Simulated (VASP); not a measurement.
# WC (P6_3/mmc) in VASP: a series of runs

WC is run at these levels: PBE; tasks: single point.

Everything below comes from runs of VASP 6.6.1. Logs are shortened: lines on timing, memory, paths and dates and some standing lists are left out, and cuts for length are marked.

**1. The cell of the first run**

Symmetry: P6_3/mmc, No. 194, hexagonal system. The conventional cell has a = 2.948 Å, b = 2.948 Å, c = 5.493 Å, α = 90.00°, β = 90.00°, γ = 120.00°. W (site symmetry -6m2) has 6 C at 2.19 Å within 2.9 Å. Within 2.9 Å of C (site symmetry -3m) lie 6 W at 2.19 Å and 2 C at 2.75 Å.

**2. Single point, PBE**

INCAR

```
PREC = Accurate
ENCUT = 600
EDIFF = 1E-6
ISMEAR = 0
SIGMA = 0.2
LREAL = False
LASPH = True
NELM = 120
ALGO = Normal
ISIF = 2
LWAVE = False
LCHARG = False
GGA = PE
NBANDS = 26
GGA_COMPAT = False
```

KPOINTS

```
regular mesh
0
Gamma
  6 6 4
```

POSCAR

```
WC
1.0
    2.9477306221      0.0000000000      0.0000000000
   -1.4738653111      2.5528096023      0.0000000000
    0.0000000000      0.0000000000      5.4933170941
W C
2 2
Direct
    0.3333333333      0.6666666667      0.2500000000
    0.6666666667      0.3333333333      0.7500000000
    0.0000000000      0.0000000000      0.0000000000
    0.0000000000      0.0000000000      0.5000000000
```

Potentials or basis: VASP PAW PBE potentials, release 64 (W_sv, C).

On the command line:

```bash
cat potpaw_PBE.64/W_sv/POTCAR potpaw_PBE.64/C/POTCAR > POTCAR
mpirun -np 1 vasp_std > vasp.out
```

OUTCAR:

```text
PREC = Accurate
   ENCUT = 600
   EDIFF = 1E-6
   ISMEAR = 0
   LREAL = False
   LASPH = True
   NELM = 120
   ISIF = 2
   GGA = PE

 ion  position               nearest neighbor table
   1  0.333  0.667  0.250-   3 2.19   4 2.19   3 2.19   4 2.19   3 2.19   4 2.19   2 3.23   2 3.23
                             2 3.23   2 3.23   2 3.23   2 3.23
   2  0.667  0.333  0.750-   3 2.19   4 2.19   3 2.19   4 2.19   3 2.19   4 2.19   1 3.23   1 3.23
                             1 3.23   1 3.23   1 3.23   1 3.23
   3  0.000  0.000  0.000-   1 2.19   2 2.19   2 2.19   1 2.19   2 2.19   1 2.19
   4  0.000  0.000  0.500-   1 2.19   2 2.19   2 2.19   1 2.19   2 2.19   1 2.19

  LATTYP: Found a hexagonal cell.
 ALAT       =     2.9477306221
 C/A-ratio  =     1.8635750000

  Lattice vectors:

 A1 = (   2.9477306221,   0.0000000000,   0.0000000000)
 A2 = (  -1.4738653111,   2.5528096023,   0.0000000000)
 A3 = (   0.0000000000,   0.0000000000,   5.4933170941)

Analysis of symmetry for initial positions (statically):
=====================================================================
 Subroutine PRICEL returns:
 Original cell was already a primitive cell.

 Routine SETGRP: Setting up the symmetry group for a
 hexagonal supercell.

 Subroutine GETGRP returns: Found 24 space group operations
 (whereof 12 operations were pure point group operations)
 out of a pool of 24 trial point group operations.

The static configuration has the point symmetry D_3d.
 The point group associated with its full space group is D_6h.

Analysis of symmetry for dynamics (positions and initial velocities):
=====================================================================
 Subroutine PRICEL returns:
 Original cell was already a primitive cell.

 Routine SETGRP: Setting up the symmetry group for a
 hexagonal supercell.

 Subroutine GETGRP returns: Found 24 space group operations
 (whereof 12 operations were pure point group operations)
 out of a pool of 24 trial point group operations.

The dynamic configuration has the point symmetry D_3d.
 The point group associated with its full space group is D_6h.

 Subroutine INISYM returns: Found 24 space group operations
 (whereof 12 operations are pure point group operations),
 and found     1 'primitive' translations

----------------------------------------------------------------------------------------

                                     Primitive cell

  volume of cell :      41.3372

  direct lattice vectors                    reciprocal lattice vectors
     2.947730622  0.000000000  0.000000000     0.339244025  0.195862629  0.000000000
    -1.473865311  2.552809602  0.000000000     0.000000000  0.391725258  0.000000000
     0.000000000  0.000000000  5.493317094     0.000000000  0.000000000  0.182039373

  length of vectors
     2.947730622  2.947730622  5.493317094     0.391725258  0.391725258  0.182039373

  position of ions in fractional coordinates (direct lattice)
     0.333333333  0.666666667  0.250000000
     0.666666667  0.333333333  0.750000000
     0.000000000  0.000000000  0.000000000
     0.000000000  0.000000000  0.500000000

  ion indices of the primitive-cell ions
   primitive index   ion index
                 1           1
                 2           2
                 3           3
                 4           4

----------------------------------------------------------------------------------------

 KPOINTS: regular mesh

Automatic generation of k-mesh.
 Grid dimensions read from file:
 generate k-points for:    6    6    4

 Generating k-lattice:

  Cartesian coordinates                     Fractional coordinates (reciprocal lattice)
     0.056540671  0.032643771  0.000000000     0.166666667  0.000000000  0.000000000
     0.000000000  0.065287543  0.000000000     0.000000000  0.166666667  0.000000000
     0.000000000  0.000000000  0.045509843     0.000000000  0.000000000  0.250000000

  Length of vectors
     0.065287543  0.065287543  0.045509843

  Shift w.r.t. Gamma in fractional coordinates (k-lattice)
     0.000000000  0.000000000  0.000000000

 Subroutine IBZKPT returns following result:
 ===========================================

 Found     21 irreducible k-points:

 Following reciprocal coordinates:
            Coordinates               Weight
  0.000000  0.000000  0.000000      1.000000
  0.166667 -0.000000  0.000000      6.000000
  0.333333  0.000000  0.000000      6.000000
  0.500000 -0.000000  0.000000      3.000000
  0.166667  0.166667  0.000000      6.000000
  0.333333  0.166667  0.000000     12.000000
[... 13 lines left out ...]
  0.333333  0.166667  0.500000     12.000000
  0.333333  0.333333  0.500000      2.000000
   k-points           NKPTS =     21   k-points in BZ     NKDIM =     21   number of bands    NBANDS=     26
   number of dos      NEDOS =    301   number of ions     NIONS =      4
   total plane-waves  NPLWV =  27648
   dimension x,y,z NGX =    24 NGY =   24 NGZ =   48
   dimension x,y,z NGXF=    48 NGYF=   48 NGZF=   96
   ions per type =               2   2
   NGX,Y,Z   is equivalent  to a cutoff of  13.54, 13.54, 14.53 a.u.
   NGXF,Y,Z  is equivalent  to a cutoff of  27.07, 27.07, 29.05 a.u.
 SYSTEM =  unknown system
   PREC   = accura    normal or accurate (medium, high low for compatibility)
   ISTART =      0    job   : 0-new  1-cont  2-samecut
   ICHARG =      2    charge: 1-file 2-atom 10-const
   ISPIN  =      1    spin polarized calculation?
   LNONCOLLINEAR =      F non collinear calculations
   LSORBIT =      F    spin-orbit coupling
   LASPH  =      T    aspherical Exc in radial PAW
   ENCUT  =  600.0 eV  44.10 Ry    6.64 a.u.   5.89  5.89 10.97*2*pi/ulx,y,z
   NELM   =    120;   NELMIN=  2; NELMDL= -5     # of ELM steps
   EDIFF  = 0.1E-05   stopping-criterion for ELM
   LREAL  =      F    real-space projection
   EDIFFG = 0.1E-04   stopping-criterion for IOM
   NSW    =      0    number of steps for IOM
   IBRION =     -1    ionic relax: 0-MD 1-quasi-New 2-CG
   NFREE  =      0    steps in history (QN), initial steepest desc. (CG)
   ISIF   =      2    stress and relaxation
   ISYM   =      2    0-nonsym 1-usesym 2-fastsym
   POTIM  = 0.5000    time-step for ionic-motion
   TEBEG  =    0.0;   TEEND  =   0.0 temperature during run
   PSTRESS=    0.0 pullay stress
   NELECT =      36.0000    total number of electrons
   NUPDOWN=      -1.0000    fix difference up-down
   EMIN   =  10.00;   EMAX   =-10.00  energy-range for DOS
   EFERMI =   0.00;   METHOD = LEGACY
   ISMEAR =     0;   SIGMA  =   0.20  broadening in eV -4-tet -1-fermi 0-gaus
   EFERMI_NEDOS =   21; number of points for ismear=-14 and -15
   IALGO  =     38    algorithm
   IMIX   =      4    mixing-type and parameters
     AMIX     =   0.40;   BMIX     =  1.00
     AMIX_MAG =   1.60;   BMIX_MAG =  1.00
  volume/ion in A,a.u.               =      10.33        69.74
  Fermi-wavevector in a.u.,A,eV,Ry     =   1.563371  2.954343 33.254390  2.444129
  Thomas-Fermi vector in A             =   2.666152
   LORBIT       =      0    0 simple, 1 ext, 2 COOP (PROOUT), +10 PAW based schemes
   GGA     = PE    functional components
   LHFCALC =     F    Hartree Fock is set to
   AEXX    =    0.0000 exact exchange contribution
   IVDW    =     0    specifies the selected vdW correction
   LEPSILON=     F    determine dielectric tensor
   LRPA    =     F    only Hartree local field effects (RPA)
 non-spin polarized calculation
 Gauss-broadening in eV      SIGMA  =   0.20
  energy-cutoff  :      600.00
  volume of cell :       41.34
 maximum number of plane-waves:      1398
 NGX is ok and might be reduce to    24
   NGX = 11   NGY = 11   NGZ = 21

 number of electron      36.0000005 magnetization

 Free energy of the ion-electron system (eV)
  ---------------------------------------------------
  ext. energy  EPLUGINS =         0.00000000
  ---------------------------------------------------
  free energy    TOTEN  =       -44.03921990 eV

  energy without entropy =      -44.02073753  energy(sigma->0) =      -44.02997871

 E-fermi :  11.8474     XC(G=0): -13.8321

 val. band max:       11.6876742476   @ k =   0.0000   0.0000   0.0000
 cond. band min:      11.8489949527   @ k =   0.3333   0.1667   0.0000
 fundamental gap:      0.1613207051
 Fermi energy:        11.8474094310

 k-point     1 :       0.0000    0.0000    0.0000
  band No.  band energies     occupation
      1     -62.7848      2.00000
      2     -62.7636      2.00000
      3     -27.3883      2.00000
      4     -26.9425      2.00000
      5     -26.6779      2.00000
      6     -26.6779      2.00000
[... 18 lines left out ...]
     25      17.5673      0.00000
     26      17.9243      0.00000

 k-point     2 :       0.1667   -0.0000    0.0000
  band No.  band energies     occupation
      1     -62.7716      2.00000
      2     -62.7529      2.00000
      3     -27.3315      2.00000
      4     -26.9383      2.00000
      5     -26.8644      2.00000
      6     -26.8264      2.00000
[... 18 lines left out ...]
     25      17.0671      0.00000
     26      18.3894      0.00000

 k-point     3 :       0.3333    0.0000    0.0000
  band No.  band energies     occupation
      1     -62.7443      2.00000
      2     -62.7320      2.00000
      3     -27.2245      2.00000
      4     -27.2013      2.00000
      5     -27.1666      2.00000
      6     -26.9454      2.00000
[... 18 lines left out ...]
     25      18.4220      0.00000
     26      19.7891      0.00000

 k-point     4 :       0.5000   -0.0000    0.0000
  band No.  band energies     occupation
      1     -62.7297      2.00000
      2     -62.7226      2.00000
      3     -27.3980      2.00000
      4     -27.3305      2.00000
      5     -27.1140      2.00000
      6     -26.9706      2.00000
[... 18 lines left out ...]
     25      18.9242      0.00000
     26      20.6463      0.00000

 k-point     5 :       0.1667    0.1667    0.0000
  band No.  band energies     occupation
      1     -62.7513      2.00000
      2     -62.7371      2.00000
      3     -27.2372      2.00000
      4     -27.0839      2.00000
      5     -27.0740      2.00000
      6     -26.9405      2.00000
[... 18 lines left out ...]
     25      16.8504      0.00000
     26      18.9694      0.00000

 k-point     6 :       0.3333    0.1667    0.0000
  band No.  band energies     occupation
      1     -62.7296      2.00000
      2     -62.7226      2.00000
      3     -27.3083      2.00000
      4     -27.2486      2.00000
      5     -27.1155      2.00000
      6     -26.9691      2.00000
[... 340 lines left out ...]
 k-point    18 :       0.5000   -0.0000    0.5000
  band No.  band energies     occupation
      1     -62.7261      2.00000
      2     -62.7261      2.00000
      3     -27.3929      2.00000
      4     -27.3929      2.00000
      5     -27.0123      2.00000
      6     -27.0123      2.00000
[... 18 lines left out ...]
     25      17.9035      0.00000
     26      17.9035      0.00000

 k-point    19 :       0.1667    0.1667    0.5000
  band No.  band energies     occupation
      1     -62.7442      2.00000
      2     -62.7442      2.00000
      3     -27.1636      2.00000
      4     -27.1636      2.00000
      5     -27.0048      2.00000
      6     -27.0048      2.00000
[... 18 lines left out ...]
     25      18.3659      0.00000
     26      18.3659      0.00000

 k-point    20 :       0.3333    0.1667    0.5000
  band No.  band energies     occupation
      1     -62.7261      2.00000
      2     -62.7261      2.00000
      3     -27.3084      2.00000
      4     -27.3084      2.00000
      5     -27.0277      2.00000
      6     -27.0277      2.00000
[... 18 lines left out ...]
     25      17.8279      0.00000
     26      17.8279      0.00000

 k-point    21 :       0.3333    0.3333    0.5000
  band No.  band energies     occupation
      1     -62.7201      2.00000
      2     -62.7201      2.00000
      3     -27.1955      2.00000
      4     -27.1955      2.00000
      5     -27.1796      2.00000
      6     -27.1796      2.00000
[... 18 lines left out ...]
     25      18.9923      0.00000
     26      18.9923      0.00000

------------------------ aborting loop because EDIFF is reached ----------------------------------------

  FORCE on cell =-STRESS in cart. coord.  units (eV):
  Direction    XX          YY          ZZ          XY          YZ          ZX
  --------------------------------------------------------------------------------------
  -------------------------------------------------------------------------------------
  Total        0.2104461      0.2104461      0.4711588     -0.0000000      0.0000000     -0.0000000
  in kB        8.1566248      8.1566248     18.2615248     -0.0000000      0.0000000     -0.0000000
  external PRESSURE =      11.5249248 kB  Pullay stress =       0.0000000 kB

 VOLUME and BASIS-vectors are now :
 -----------------------------------------------------------------------------
  energy-cutoff  :      600.00
  volume of cell :       41.34
      direct lattice vectors                 reciprocal lattice vectors
     2.947730622  0.000000000  0.000000000     0.339244025  0.195862629  0.000000000
    -1.473865311  2.552809602  0.000000000     0.000000000  0.391725258  0.000000000
     0.000000000  0.000000000  5.493317094     0.000000000  0.000000000  0.182039373

 POSITION                                       TOTAL-FORCE (eV/Angst)
 -----------------------------------------------------------------------------------
     -0.00000      1.70187      1.37333        -0.000000     -0.000000      0.000000
      1.47387      0.85094      4.11999        -0.000000      0.000000      0.000000
      0.00000      0.00000      0.00000         0.000000      0.000000      0.000000
      0.00000      0.00000      2.74666         0.000000      0.000000      0.000000
 -----------------------------------------------------------------------------------
    total drift:                                0.000000     -0.000000      0.000000

  FREE ENERGIE OF THE ION-ELECTRON SYSTEM (eV)
  ---------------------------------------------------
  free  energy   TOTEN  =       -44.0392198974 eV

  energy  without entropy=      -44.0207375312  energy(sigma->0) =      -44.02997871
```

Wall time 14 s (1 thread of AMD EPYC 9R45 (Zen 5), shared host); peak memory 0.15 GiB.

What came out:

* Free energy: -44.0392 eV
* Pressure: 1.2 GPa
* Band gap on the k mesh: zero (band 18 reaches 12.70 eV, above the bottom of band 19 at 11.29 eV)

Levels at points of the mesh, in eV from the Fermi level:
| k point | band 15 | band 16 | band 17 | band 18 | band 19 | band 20 | band 21 | band 22 |
| --- | --- | --- | --- | --- | --- | --- | --- | --- |
| (0.00, 0.00, 0.00) | -2.26 | -2.26 | -1.42 | -1.42 | -0.16 | 0.01 | 0.01 | 1.58 |
| (0.50, 0.00, 0.00) | -4.29 | -1.59 | -1.40 | 0.86 | 1.61 | 3.06 | 3.38 | 3.44 |
| (0.00, 0.00, 0.50) | -3.83 | -3.83 | 0.65 | 0.65 | 0.65 | 0.65 | 1.33 | 1.33 |
| (0.50, 0.00, 0.50) | -3.84 | -3.84 | -0.87 | -0.87 | 3.00 | 3.00 | 3.90 | 3.90 |

Caveat: the k points lie up to 0.41 Å⁻¹ apart; spin-orbit coupling is left out, which moves the levels of the heavy elements.

**3. Single point, PBE**

INCAR

```
ALGO     = Normal         # electronic algorithm
EDIFF    = 1E-6           # SCF threshold, eV
ENCUT    = 600            # plane-wave cutoff, eV
GGA      = PE             # functional
GGA_COMPAT= F            
ISIF     = 2              # what is computed and relaxed
ISMEAR   = 0              # smearing method
LASPH    = T              # aspherical terms in the spheres
LCHARG   = F              # write CHGCAR
LREAL    = F              # projectors in reciprocal space
LWAVE    = F              # write WAVECAR
NBANDS   = 26             # bands
NELM     = 120            # most SCF steps
PREC     = Accurate       # precision mode
SIGMA    = 0.1            # smearing width, eV
```

KPOINTS

```
k-points
0
Gamma
  6 6 4
```

POSCAR is that of step 2.

Potentials or basis: VASP PAW PBE potentials, release 64 (W_sv, C).

On the command line:

```bash
cat potpaw_PBE.64/W_sv/POTCAR potpaw_PBE.64/C/POTCAR > POTCAR
mpirun -np 1 vasp_std > vasp.out
```

OUTCAR:

```text
EDIFF = 1E-6
   ENCUT = 600
   GGA = PE
   ISIF = 2
   ISMEAR = 0
   LASPH = T
   LREAL = F
   NELM = 120
   PREC = Accurate

 ion  position               nearest neighbor table
   1  0.333  0.667  0.250-   3 2.19   4 2.19   3 2.19   4 2.19   3 2.19   4 2.19   2 3.23   2 3.23
                             2 3.23   2 3.23   2 3.23   2 3.23
   2  0.667  0.333  0.750-   3 2.19   4 2.19   3 2.19   4 2.19   3 2.19   4 2.19   1 3.23   1 3.23
                             1 3.23   1 3.23   1 3.23   1 3.23
   3  0.000  0.000  0.000-   1 2.19   2 2.19   2 2.19   1 2.19   2 2.19   1 2.19
   4  0.000  0.000  0.500-   1 2.19   2 2.19   2 2.19   1 2.19   2 2.19   1 2.19

  LATTYP: Found a hexagonal cell.
 ALAT       =     2.9477306221
 C/A-ratio  =     1.8635750000

  Lattice vectors:

 A1 = (   2.9477306221,   0.0000000000,   0.0000000000)
 A2 = (  -1.4738653111,   2.5528096023,   0.0000000000)
 A3 = (   0.0000000000,   0.0000000000,   5.4933170941)

Analysis of symmetry for initial positions (statically):
=====================================================================
[... 172 lines left out ...]

  energy without entropy =      -44.02481489  energy(sigma->0) =      -44.02820789

 E-fermi :  11.8500     XC(G=0): -13.8320

 val. band max:       11.8492472962   @ k =   0.3333   0.1667   0.0000
 cond. band min:      11.8564499202   @ k =   0.0000   0.0000   0.0000
 fundamental gap:      0.0072026240
 Fermi energy:        11.8500404438

 k-point     1 :       0.0000    0.0000    0.0000
  band No.  band energies     occupation
      1     -62.7842      2.00000
      2     -62.7631      2.00000
      3     -27.3878      2.00000
      4     -26.9420      2.00000
      5     -26.6773      2.00000
      6     -26.6773      2.00000
[... 598 lines left out ...]
     25      18.9925      0.00000
     26      18.9925      0.00000

------------------------ aborting loop because EDIFF is reached ----------------------------------------

  FORCE on cell =-STRESS in cart. coord.  units (eV):
  Direction    XX          YY          ZZ          XY          YZ          ZX
  --------------------------------------------------------------------------------------
  -------------------------------------------------------------------------------------
  Total        0.1905936      0.1905936      0.4900505     -0.0000000     -0.0000000      0.0000000
  in kB        7.3871668      7.3871668     18.9937416     -0.0000000     -0.0000000      0.0000000
  external PRESSURE =      11.2560251 kB  Pullay stress =       0.0000000 kB

 VOLUME and BASIS-vectors are now :
 -----------------------------------------------------------------------------
  energy-cutoff  :      600.00
  volume of cell :       41.34
      direct lattice vectors                 reciprocal lattice vectors
     2.947730622  0.000000000  0.000000000     0.339244025  0.195862629  0.000000000
    -1.473865311  2.552809602  0.000000000     0.000000000  0.391725258  0.000000000
     0.000000000  0.000000000  5.493317094     0.000000000  0.000000000  0.182039373

 POSITION                                       TOTAL-FORCE (eV/Angst)
 -----------------------------------------------------------------------------------
     -0.00000      1.70187      1.37333        -0.000000      0.000000      0.000000
      1.47387      0.85094      4.11999         0.000000     -0.000000      0.000000
      0.00000      0.00000      0.00000         0.000000     -0.000000      0.000000
      0.00000      0.00000      2.74666         0.000000     -0.000000      0.000000
 -----------------------------------------------------------------------------------
    total drift:                                0.000000     -0.000000      0.000000

  FREE ENERGIE OF THE ION-ELECTRON SYSTEM (eV)
  ---------------------------------------------------
  free  energy   TOTEN  =       -44.0316009000 eV

  energy  without entropy=      -44.0248148900  energy(sigma->0) =      -44.02820789
```

It took 14 s on 1 thread of AMD EPYC 9R45 (Zen 5), shared host; peak memory 0.15 GiB.

Results:

```yaml
Free_energy: -44.0316 eV
Pressure: 1.1 GPa
Band_gap_on_the_k_mesh: zero (band 18 reaches 12.70 eV, above the bottom of band 19 at 11.29 eV)
```

Caveat: the k points lie up to 0.41 Å⁻¹ apart; spin-orbit coupling is left out, which moves the levels of the heavy elements.
